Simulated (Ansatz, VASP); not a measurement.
One calculation of NiBiCl3, two programs

```
Ni Bi Cl
1.0
     5.49102    0.00000    0.00000
     0.00000    5.49102    0.00000
     0.00000    0.00000    5.49102
Ni Bi Cl
1 1 3
Direct
  0.50000 0.50000 0.50000
  0.00000 0.00000 0.00000
  0.50000 0.00000 0.00000
  0.00000 0.50000 0.00000
  0.00000 0.00000 0.50000
```

Alike in both runs: functional PBE; k mesh 4 × 4 × 4; occupations gaussian, width 0.1 eV; collinear spin.

Ansatz relaxed the structure, and its values are those at the end. VASP's run is a single point on that final structure, the one shown.

|  | VASP | Ansatz |
| --- | --- | --- |
| version | VASP 6.6.1 | Ansatz 0.2.0 |
| potentials or method | VASP PAW PBE potentials, release 64 (Ni_sv_GW, Bi_d, Cl), cutoff 590 eV | scalar-relativistic, plane waves, PAW |
| valence electrons in the cell | 54 | 54 |

|  | VASP | Ansatz | Ansatz less VASP |
| --- | --- | --- | --- |
| gap on the k mesh at the Fermi level (eV) | none | none | - |
| pressure (GPa) | -0.7 | 0.2 | +0.93 |
| net moment per atom (μB) | 0.38 | 0.42 | +0.036 |
| size of the moment on the site where the two differ most (μB) | 1.17 | 1.77 | +0.597 |

Site moments also hang on the region over which each program counts them. A gap of «none» marks a metal or a gap that the smearing closes.

Spin-orbit coupling is off throughout.
